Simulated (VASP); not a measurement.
Write the native input for VASP 6.6.1 that does the following.

```
Task                   : relaxation of cell and atoms
Functional             : PBE
Potentials or basis    : VASP PAW PBE potentials, release 64 (Cd, N)
Cutoff                 : 600 eV
k mesh                 : 4 × 4 × 4
Occupations            : gaussian, width 0.15 eV
Spin                   : no spin polarisation
Dipole correction      : no
Further INCAR settings : ALGO = Normal; EDIFF = 1e-06; IBRION = 2; EDIFFG = -0.08; NSW = 36; ISIF = 3
```

The structure of Cd3N2 lies in POSCAR:

```
Cd3N2
1.0
   -2.2293047500      2.2293047500      5.3929408000
    2.2293047500     -2.2293047500      5.3929408000
    2.2293047500      2.2293047500     -5.3929408000
Cd N
3 2
Direct
    0.1702208900      0.1702208900      0.0000000000
    0.8297791100      0.8297791100      0.0000000000
    0.5000000000      0.5000000000      0.0000000000
    0.7500000000      0.2500000000      0.5000000000
    0.2500000000      0.7500000000      0.5000000000
```

These files were run (other wordings do the same):

INCAR

```
PREC = Accurate ; ENCUT = 600
EDIFF = 1E-6 ; ISMEAR = 0
SIGMA = 0.15 ; LREAL = F
LASPH = T ; NELM = 80
ALGO = Normal ; ISIF = 3
LWAVE = F ; LCHARG = F
GGA = PE ; IBRION = 2
NSW = 36 ; EDIFFG = -0.08
```

KPOINTS

```
Automatic mesh
0
Gamma
  4 4 4
```

Potentials or basis: VASP PAW PBE potentials, release 64 (Cd, N).

Command:

```sh
$ cat potpaw_PBE.64/Cd/POTCAR potpaw_PBE.64/N/POTCAR > POTCAR
$ mpirun -np 1 vasp_std > vasp.out
```

Results of the run:

```
Relaxed volume                         : 18.08 Å³/atom
Relaxed cell                           : a = 5.713 Å, b = 5.713 Å, c = 5.713 Å, α = 135.47°, β = 135.47°, γ = 64.80°
Space group after relaxing (to 0.05 Å) : I4/mmm (No. 139)
Energy gained by relaxing              : 123.0 meV/atom
Ionic steps                            : 7
Pressure after relaxing                : 0.1 GPa
Largest force after relaxing           : 0.023 eV/Å
Band gap on the k mesh                 : zero (band 23 reaches 2.67 eV, above the bottom of band 24 at 1.47 eV)
```

Caveat: the k points lie up to 0.51 Å⁻¹ apart in the final cell; the volume moved by over 15 % at a fixed basis, so the end points are rough; the relaxation stopped at a loose force limit of 0.08 eV/Å, so its end isn't a converged minimum.

Run time: 9.5 min on 1 thread of Oxide Virtual Turin-like Processor, with other jobs on the host, peak memory 0.35 GiB.
